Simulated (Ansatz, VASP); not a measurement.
## BaF2 in VASP and in Ansatz

INCAR

```
SYSTEM = BaF2
PREC     = Accurate       ! precision mode
ENCUT    = 600            ! plane-wave cutoff, eV
EDIFF    = 1E-6           ! SCF threshold, eV
ISMEAR   = 0              ! smearing method
SIGMA    = 0.05           ! smearing width, eV
LREAL    = .False.        ! projectors in reciprocal space
LASPH    = .True.         ! aspherical terms in the spheres
NELM     = 120            ! most SCF steps
ALGO     = Normal         ! electronic algorithm
ISIF     = 2              ! what is computed and relaxed
LWAVE    = .False.        ! write WAVECAR
LCHARG   = .False.        ! write CHGCAR
GGA      = RE             ! functional
IVDW     = 12             ! dispersion correction
NBANDS   = 19             ! bands
GGA_COMPAT= .False.
```

File KPOINTS:

```
regular mesh
0
Gamma
  6 6 6
  0 0 0
```

The input POSCAR:

```
BaF2
1.0
    0.0000000000      3.1099041394      3.1099041394
    3.1099041394      0.0000000000      3.1099041394
    3.1099041394      3.1099041394      0.0000000000
Ba F
1 2
Direct
    0.0000000000      0.0000000000      0.0000000000
    0.2500000000      0.2500000000      0.2500000000
    0.7500000000      0.7500000000      0.7500000000
```

Input for Ansatz:

```yaml
crystal:
  lattice:
    - [0.0, 3.1099041394, 3.1099041394]
    - [3.1099041394, 0.0, 3.1099041394]
    - [3.1099041394, 3.1099041394, 0.0]
  atoms:
    - { symbol: Ba, position: [0.0, 0.0, 0.0] }
    - { symbol: F, position: [0.25, 0.25, 0.25] }
    - { symbol: F, position: [0.75, 0.75, 0.75] }
basis:
  ecutwfc: 420
  ecutrho_ratio: 4
kpoints:
  mp_grid: { grid: [6, 6, 6] }
hamiltonian:
  xc: revpbe
  dispersion: d3bj
scf:
  occupations: { method: gaussian, width: 0.05 }
output:
  forces: true
  stress: true
  eigenvalues: true
```

Alike in both runs: task single point; functional revPBE; dispersion D3(BJ); k mesh 6 × 6 × 6; occupations gaussian, width 0.05 eV; no spin polarisation.

|  | VASP | Ansatz |
| --- | --- | --- |
| version | VASP 6.6.1 | Ansatz 0.2.0 |
| potentials or method | VASP PAW PBE potentials, release 64 (Ba_sv, F), cutoff 600 eV | scalar-relativistic, plane waves, PAW |
| valence electrons in the cell | 24 | 24 |

|  | VASP | Ansatz | Ansatz less VASP |
| --- | --- | --- | --- |
| gap on the k mesh at the Fermi level (eV) | 7.03 | 7.10 | +0.070 |
| least direct gap on the mesh (eV) | 7.09 | 7.17 | +0.081 |
| pressure (GPa) | 1.8 | 0.9 | -0.94 |

VASP's potentials were made for PBE, not for revPBE.

Neither program's run includes spin-orbit coupling.
